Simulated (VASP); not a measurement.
Runs of VASP 6.6.1 on Mg2Si. The structure is that of space group Fm-3m (No. 225), or close to it. The cells are those of the table. 

```csv
cell,gap on the mesh (eV),pressure (GPa)
"a = 4.626 Å, angles 60.0°, 3 atoms",(a),(b)
"a = 4.406 Å, angles 60.0°, 3 atoms",(c),3.9
"a = 4.327 Å, angles 60.0°, 3 atoms",0.02,8.1
"a = 4.555 Å, angles 60.0°, 3 atoms",0.22,-2.0
```

Alike in all rows: task single point; level PBE; potentials or basis VASP PAW PBE potentials, release 64 (Si, Mg); no spin polarisation; k mesh 4 × 4 × 4; cutoff (eV) 600; smearing gaussian 0.01 eV.

Problem. Fill in the values left out.

Solution. (a) 0.23; (b) -4.0; (c) 0.10.

Caveats: some runs use coarse meshes.

A k mesh can miss the band edges.
